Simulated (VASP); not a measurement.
# LiAl32 (a cell with a defect) in VASP: single point with PBE

Aim: the single point of LiAl32 (a cell with a defect) with PBE.

Everything below comes from runs of VASP 6.6.1. Logs are shortened: lines on timing, memory, paths and dates and some standing lists are left out, and cuts for length are marked.

### Step 1. The cell of the first run

The cell holds a defect, 33 atoms: a = 8.100 Å, b = 8.100 Å, c = 8.100 Å, α = 90.00°, β = 90.00°, γ = 90.00°.

### Step 2. Single point, PBE

Contents of INCAR:

```
SYSTEM = LiAl32
PREC     = Accurate       ! precision mode
ENCUT    = 520            ! plane-wave cutoff, eV
EDIFF    = 1E-6           ! SCF threshold, eV
ISMEAR   = 0              ! smearing method
SIGMA    = 0.05           ! smearing width, eV
LREAL    = Auto         
LASPH    = .True.         ! aspherical terms in the spheres
NELM     = 100            ! most SCF steps
ALGO     = Normal         ! electronic algorithm
ISIF     = 2              ! what is computed and relaxed
LWAVE    = .False.        ! write WAVECAR
LCHARG   = .False.        ! write CHGCAR
GGA      = PE             ! functional
NBANDS   = 72             ! bands
```

Contents of KPOINTS:

```
Automatic mesh
0
Gamma
  3 3 3
  0 0 0
```

Contents of POSCAR:

```
LiAl32
1.0
    8.1000000000      0.0000000000      0.0000000000
    0.0000000000      8.1000000000      0.0000000000
    0.0000000000      0.0000000000      8.1000000000
Al Li
32 1
Direct
    0.4982702469      0.0007785185     -0.0107165432
    0.7480255556      0.2509218519     -0.0016604938
    0.7050324691      0.0072218519      0.2476648148
    0.0018846914      0.0064464198     -0.0332900000
    0.2531065432      0.2526302469     -0.0031967901
    0.5012219753      0.5041964198     -0.0041290123
    0.7558008642      0.7550262963      0.0067275309
    0.2825171605      0.0062012346      0.2483555556
    0.4981295062      0.2610134568      0.2497092593
    0.7385608642      0.4952624691      0.2495912346
    0.4984597531      0.0009104938      0.5096549383
    0.7499322222      0.2486266667      0.4999014815
    0.7406367901      0.0009124691      0.7511018519
    0.0001288889      0.4950602469     -0.0124222222
    0.2460707407      0.7525540741      0.0036972840
    0.0013220988      0.2720582716      0.2484719753
    0.2621282716      0.4949693827      0.2497141975
    0.4984562963      0.7418575309      0.2495746914
    0.0025975309      0.0072827160      0.5433053086
    0.2516282716      0.2511000000      0.5018641975
    0.5013124691      0.5042582716      0.5029018519
    0.7585246914      0.7576625926      0.4911945679
    0.2602233333      0.0007809877      0.7513067901
    0.5011381481      0.2550837037      0.7487674074
    0.7471154321      0.5042904938      0.7486691358
    0.0023774074      0.6892319753      0.2476561728
    0.0002498765      0.4952423457      0.5113465432
    0.2436701235      0.7545224691      0.4945345679
    0.0001492593      0.2607565432      0.7513191358
    0.2540351852      0.5041358025      0.7487606173
    0.5012654321      0.7488593827      0.7487087654
    0.0002920988      0.7421918519      0.7511013580
   -0.0089013580     -0.0272640741      0.2572179012
```

Potentials or basis: VASP PAW PBE potentials, release 64 (Al, Li_sv).

Launch:

```sh
> cat potpaw_PBE.64/Al/POTCAR potpaw_PBE.64/Li_sv/POTCAR > POTCAR
> mpirun -np 1 vasp_std > vasp.out
```

OUTCAR:

```text
SYSTEM = LiAl32
   PREC = Accurate
   ENCUT = 520
   EDIFF = 1E-6
   ISMEAR = 0
   LREAL = Auto
   LASPH = .True.
   NELM = 100
   ISIF = 2
   GGA = PE

 ion  position               nearest neighbor table
   1  0.498  0.001  0.989-   3 2.68  23 2.73   8 2.73  13 2.75  31 2.82  24 2.84   5 2.85   2 2.86
                            15 2.87   7 2.89  18 2.97   9 2.98
   2  0.748  0.251  0.998-  10 2.84  24 2.84  14 2.84   3 2.85  13 2.85  29 2.86   1 2.86   6 2.86
                             4 2.87   9 2.87  25 2.88  16 2.89
   3  0.705  0.007  0.248-  33 2.34   9 2.65   1 2.68  11 2.70  18 2.72   2 2.85  12 2.85   7 2.85
                            22 2.86  16 3.22   4 3.31
   4  0.002  0.006  0.967-  33 2.37  29 2.70  23 2.72  13 2.74  32 2.76   5 2.86   2 2.87   7 2.87
                            15 2.87  16 3.14   8 3.22   3 3.31
   5  0.253  0.253  0.997-  17 2.84  14 2.84  24 2.84   1 2.85  23 2.85   9 2.85  29 2.86   4 2.86
                            30 2.86   6 2.86   8 2.86  16 2.89
   6  0.501  0.504  0.996-  10 2.82  18 2.82  31 2.82  25 2.82  17 2.83  30 2.83  24 2.84   9 2.85
                             5 2.86   2 2.86  15 2.88   7 2.90
   7  0.756  0.755  0.007-  26 2.84   3 2.85  32 2.87   4 2.87  18 2.87  13 2.88  10 2.88   1 2.89
                            14 2.89   6 2.90  25 2.92  31 2.94
   8  0.283  0.006  0.248-  33 2.38   9 2.70   1 2.73  11 2.75  18 2.76   5 2.86  20 2.87  28 2.87
                            15 2.87  16 3.13   4 3.22  19 3.29
   9  0.498  0.261  0.250-   3 2.65  17 2.69   8 2.70  10 2.72  21 2.84   6 2.85   5 2.85  20 2.86
                             2 2.87  12 2.88  11 2.98   1 2.98
  10  0.739  0.495  0.250-  26 2.65   9 2.72  18 2.79  16 2.79  21 2.81   6 2.82   2 2.84  12 2.85
                             7 2.88  22 2.89  27 3.00  14 3.00
  11  0.498  0.001  0.510-   3 2.70   8 2.75  23 2.75  13 2.77  31 2.81  24 2.83  20 2.85  12 2.86
                            28 2.87  22 2.89  18 2.97   9 2.98
  12  0.750  0.249  0.500-  27 2.85  10 2.85  24 2.85   3 2.85  19 2.85  13 2.86  11 2.86  29 2.87
                             9 2.88  16 2.89  21 2.89  25 2.89
  13  0.741  0.001  0.751-  19 2.71   4 2.74   1 2.75  11 2.77  31 2.82  24 2.83   2 2.85  12 2.86
                             7 2.88  22 2.89  32 2.97  29 2.97
  14  0.000  0.495  0.988-  26 2.63  29 2.70  32 2.77  16 2.78  25 2.82  30 2.82   5 2.84   2 2.84
                            15 2.89   7 2.89  10 3.00  17 3.00
  15  0.246  0.753  0.004-  26 2.84  18 2.86  32 2.86   1 2.87   4 2.87  23 2.87   8 2.87  30 2.88
                             6 2.88  14 2.89  17 2.89  31 2.92
  16  0.001  0.272  0.248-  33 2.43  17 2.78  14 2.78  10 2.79  27 2.79  12 2.89   5 2.89   2 2.89
                            20 2.89   8 3.13   4 3.14  19 3.21   3 3.22
  17  0.262  0.495  0.250-  26 2.63   9 2.69  18 2.77  16 2.78  21 2.82   6 2.83   5 2.84  20 2.84
                            15 2.89  28 2.89  27 3.00  14 3.00
  18  0.498  0.742  0.250-   3 2.72   8 2.76  17 2.77  10 2.79  21 2.81   6 2.82  15 2.86  28 2.86
                             7 2.87  22 2.88  11 2.97   1 2.97
  19  0.003  0.007  0.543-  33 2.34  29 2.66  23 2.68  13 2.71  32 2.73  20 2.84  12 2.85  28 2.86
                            22 2.86  16 3.21   8 3.29
  20  0.252  0.251  0.502-  27 2.84  17 2.84  19 2.84  24 2.84  11 2.85   9 2.86  23 2.86  30 2.86
                             8 2.87  29 2.87  21 2.88  16 2.89
  21  0.501  0.504  0.503-  31 2.81  10 2.81  18 2.81  25 2.82  17 2.82  30 2.82  24 2.84   9 2.84
                            20 2.88  12 2.89  28 2.91  22 2.93
  22  0.759  0.758  0.491-  26 2.85   3 2.86  19 2.86  32 2.88  18 2.88  13 2.89  11 2.89  10 2.89
                            27 2.89  21 2.93  25 2.93  31 2.95
  23  0.260  0.001  0.751-  19 2.68   4 2.72   1 2.73  11 2.75  31 2.82  24 2.84   5 2.85  20 2.86
                            15 2.87  28 2.88  32 2.97  29 2.98
  24  0.501  0.255  0.749-  11 2.83  13 2.83   1 2.84  21 2.84  25 2.84  23 2.84   5 2.84  30 2.84
                             6 2.84  20 2.84   2 2.84  12 2.85
  25  0.747  0.504  0.749-  31 2.81  27 2.81  32 2.81  21 2.82  14 2.82   6 2.82  24 2.84  29 2.84
                             2 2.88  12 2.89   7 2.92  22 2.93
  26  0.002  0.689  0.248-  33 2.30  17 2.63  14 2.63  27 2.65  10 2.65  15 2.84   7 2.84  28 2.85
                            22 2.85
  27  0.000  0.495  0.511-  26 2.65  29 2.72  32 2.79  16 2.79  25 2.81  30 2.82  20 2.84  12 2.85
                            28 2.88  22 2.89  10 3.00  17 3.00
  28  0.244  0.755  0.495-  26 2.85  19 2.86  18 2.86  32 2.87   8 2.87  11 2.87  27 2.88  23 2.88
                            30 2.89  17 2.89  21 2.91  31 2.93
  29  0.000  0.261  0.751-  19 2.66  14 2.70   4 2.70  27 2.72  25 2.84  30 2.85   5 2.86   2 2.86
                            20 2.87  12 2.87  13 2.97  23 2.98
  30  0.254  0.504  0.749-  27 2.82  31 2.82  32 2.82  14 2.82  21 2.82   6 2.83  24 2.84  29 2.85
                             5 2.86  20 2.86  15 2.88  28 2.89
  31  0.501  0.749  0.749-  21 2.81  25 2.81  11 2.81  13 2.82   6 2.82  30 2.82   1 2.82  23 2.82
                            15 2.92  28 2.93   7 2.94  22 2.95
  32  0.000  0.742  0.751-  19 2.73   4 2.76  14 2.77  27 2.79  25 2.81  30 2.82  15 2.86  28 2.87
                             7 2.87  22 2.88  13 2.97  23 2.97
  33  0.991  0.973  0.257-  26 2.30   3 2.34  19 2.34   4 2.37   8 2.38  16 2.43

  LATTYP: Found a simple cubic cell.
 ALAT       =     8.1000000000

  Lattice vectors:

 A1 = (   8.1000000000,   0.0000000000,   0.0000000000)
 A2 = (   0.0000000000,   8.1000000000,   0.0000000000)
[... 152 lines left out ...]
  0.000000  0.333333  0.333333      2.000000
  0.333333  0.000000  0.333333      2.000000
 -0.333333  0.333333  0.000000      2.000000
 -0.333333  0.000000  0.333333      2.000000
  0.000000 -0.333333  0.333333      2.000000
  0.333333  0.333333  0.333333      2.000000
 -0.333333  0.333333  0.333333      2.000000
 -0.333333 -0.333333  0.333333      2.000000
  0.333333 -0.333333  0.333333      2.000000
   k-points           NKPTS =     14   k-points in BZ     NKDIM =     14   number of bands    NBANDS=     72
   number of dos      NEDOS =    301   number of ions     NIONS =     33
   total plane-waves  NPLWV = 216000
   dimension x,y,z NGX =    60 NGY =   60 NGZ =   60
   dimension x,y,z NGXF=   120 NGYF=  120 NGZF=  120
   ions per type =              32   1
   NGX,Y,Z   is equivalent  to a cutoff of  12.31, 12.31, 12.31 a.u.
   NGXF,Y,Z  is equivalent  to a cutoff of  24.63, 24.63, 24.63 a.u.
 SYSTEM =  LiAl32
   PREC   = accura    normal or accurate (medium, high low for compatibility)
   ISTART =      0    job   : 0-new  1-cont  2-samecut
   ICHARG =      2    charge: 1-file 2-atom 10-const
   ISPIN  =      1    spin polarized calculation?
   LNONCOLLINEAR =      F non collinear calculations
   LSORBIT =      F    spin-orbit coupling
   LASPH  =      T    aspherical Exc in radial PAW
   ENCUT  =  520.0 eV  38.22 Ry    6.18 a.u.  15.06 15.06 15.06*2*pi/ulx,y,z
   NELM   =    100;   NELMIN=  2; NELMDL= -5     # of ELM steps
   EDIFF  = 0.1E-05   stopping-criterion for ELM
   LREAL  =      T    real-space projection
   EDIFFG = 0.1E-04   stopping-criterion for IOM
   NSW    =      0    number of steps for IOM
   IBRION =     -1    ionic relax: 0-MD 1-quasi-New 2-CG
   NFREE  =      0    steps in history (QN), initial steepest desc. (CG)
   ISIF   =      2    stress and relaxation
   ISYM   =      2    0-nonsym 1-usesym 2-fastsym
   POTIM  = 0.5000    time-step for ionic-motion
   TEBEG  =    0.0;   TEEND  =   0.0 temperature during run
   PSTRESS=    0.0 pullay stress
   NELECT =      99.0000    total number of electrons
   NUPDOWN=      -1.0000    fix difference up-down
   EMIN   =  10.00;   EMAX   =-10.00  energy-range for DOS
   EFERMI =   0.00;   METHOD = LEGACY
   ISMEAR =     0;   SIGMA  =   0.05  broadening in eV -4-tet -1-fermi 0-gaus
   EFERMI_NEDOS =   21; number of points for ismear=-14 and -15
   IALGO  =     38    algorithm
   IMIX   =      4    mixing-type and parameters
     AMIX     =   0.40;   BMIX     =  1.00
     AMIX_MAG =   1.60;   BMIX_MAG =  1.00
  volume/ion in A,a.u.               =      16.10       108.68
  Fermi-wavevector in a.u.,A,eV,Ry     =   0.934978  1.766853 11.894002  0.874184
  Thomas-Fermi vector in A             =   2.061839
   LORBIT       =      0    0 simple, 1 ext, 2 COOP (PROOUT), +10 PAW based schemes
   GGA     = PE    functional components
   LHFCALC =     F    Hartree Fock is set to
   AEXX    =    0.0000 exact exchange contribution
   IVDW    =     0    specifies the selected vdW correction
   LEPSILON=     F    determine dielectric tensor
   LRPA    =     F    only Hartree local field effects (RPA)
 non-spin polarized calculation
 Gauss-broadening in eV      SIGMA  =   0.05
  energy-cutoff  :      520.00
  volume of cell :      531.44
 maximum number of plane-waves:     14358
   NGX = 31   NGY = 31   NGZ = 31

 number of electron      99.0000000 magnetization

 Free energy of the ion-electron system (eV)
  ---------------------------------------------------
  ext. energy  EPLUGINS =         0.00000000
  ---------------------------------------------------
  free energy    TOTEN  =      -120.49218929 eV

  energy without entropy =     -120.48034387  energy(sigma->0) =     -120.48626658

 E-fermi :   7.9445     XC(G=0): -10.2149

 val. band max:        7.9289751282   @ k =   0.0000   0.3333   0.0000
 cond. band min:       7.9613221948   @ k =   0.0000   0.3333   0.0000
 fundamental gap:      0.0323470666
 Fermi energy:         7.9445233349

 k-point     1 :       0.0000    0.0000    0.0000
  band No.  band energies     occupation
      1     -37.9588      2.00000
      2      -3.1332      2.00000
      3      -1.1273      2.00000
      4      -1.1186      2.00000
      5      -0.8472      2.00000
      6      -0.8451      2.00000
[... 885 lines left out ...]
     60       9.6998      0.00000
     61       9.8286      0.00000
 [bands above 61 left out]

------------------------ aborting loop because EDIFF is reached ----------------------------------------

  FORCE on cell =-STRESS in cart. coord.  units (eV):
  Direction    XX          YY          ZZ          XY          YZ          ZX
  --------------------------------------------------------------------------------------
  -------------------------------------------------------------------------------------
  Total        9.8041297      9.2019323      9.8865915     -0.2573704      0.2174234      0.1100424
  in kB       29.5572873     27.7417952     29.8058916     -0.7759149      0.6554835      0.3317537
  external PRESSURE =      29.0349914 kB  Pullay stress =       0.0000000 kB

 VOLUME and BASIS-vectors are now :
 -----------------------------------------------------------------------------
  energy-cutoff  :      520.00
  volume of cell :      531.44
      direct lattice vectors                 reciprocal lattice vectors
     8.100000000  0.000000000  0.000000000     0.123456790  0.000000000  0.000000000
     0.000000000  8.100000000  0.000000000     0.000000000  0.123456790  0.000000000
     0.000000000  0.000000000  8.100000000     0.000000000  0.000000000  0.123456790

 POSITION                                       TOTAL-FORCE (eV/Angst)
 -----------------------------------------------------------------------------------
      4.03599      0.00631      8.01320        -0.000732     -0.002171      0.002888
      6.05901      2.03247      8.08655        -0.001507     -0.002352     -0.001216
      5.71076      0.05850      2.00608         0.014809      0.002436      0.006184
      0.01527      0.05222      7.83035        -0.000232     -0.000618     -0.004574
      2.05016      2.04630      8.07411        -0.004123     -0.002839     -0.000631
      4.05990      4.08399      8.06656        -0.001581      0.002716     -0.001632
[... 25 lines left out ...]
      0.00237      6.01175      6.08392         0.001313      0.000933      0.000707
      8.02790      7.87916      2.08346         0.009588      0.000437     -0.000082
 -----------------------------------------------------------------------------------
    total drift:                               -0.007355     -0.013932      0.014574

  FREE ENERGIE OF THE ION-ELECTRON SYSTEM (eV)
  ---------------------------------------------------
  free  energy   TOTEN  =      -120.4921892855 eV

  energy  without entropy=     -120.4803438727  energy(sigma->0) =     -120.48626658
```

It took 5.1 min on 1 thread of Intel Xeon 6975P-C (Granite Rapids), shared host; peak memory 0.66 GiB.

Results:

```yaml
Free_energy: -120.4922 eV
Largest_force: 0.016 eV/Å
Band_gap_on_the_k_mesh: zero (an odd number of electrons rules out a gap without spin polarisation)
```

Forces on the atoms (eV/Å):
```
Al  -0.001 -0.002  0.003
Al  -0.002 -0.002 -0.001
Al   0.015  0.002  0.006
Al   0.000 -0.001 -0.005
Al  -0.004 -0.003 -0.001
Al  -0.002  0.003 -0.002
Al  -0.004  0.000 -0.005
Al  -0.002 -0.002 -0.003
Al   0.001 -0.005  0.001
Al   0.003 -0.001  0.003
Al  -0.002  0.001 -0.004
Al  -0.001 -0.006 -0.001
Al   0.000  0.001  0.001
Al   0.003  0.000  0.001
Al   0.000 -0.002 -0.001
Al  -0.003  0.007  0.004
Al  -0.003  0.002 -0.001
Al  -0.002  0.004  0.000
Al  -0.009 -0.002 -0.009
Al   0.003  0.002  0.003
Al   0.001  0.000  0.002
Al   0.001 -0.010 -0.004
Al   0.003 -0.001  0.002
Al   0.001 -0.001  0.000
Al  -0.006  0.001  0.000
Al   0.001  0.012  0.008
Al  -0.002  0.000 -0.006
Al  -0.002  0.000 -0.001
Al   0.000  0.002  0.005
Al  -0.002  0.001  0.003
Al   0.004 -0.005 -0.001
Al   0.001  0.001  0.001
Li   0.010  0.000  0.000
```

Levels at points of the mesh, in eV from the Fermi level:
```csv
k point,band 45,band 46,band 47,band 48,band 49,band 50,band 51,band 52,band 53,band 54
"(0.00, 0.00, 0.00)",-0.61,-0.59,-0.13,-0.13,0.31,0.31,0.32,0.69,0.94,0.94
```

Caveat: the cutoff is under 1.25 times the usual one of these potentials, so pressure, stress and relaxed cells hold a basis-set (Pulay) error.

The gap in the log of VASP goes by the Fermi energy; the results here count the filled bands.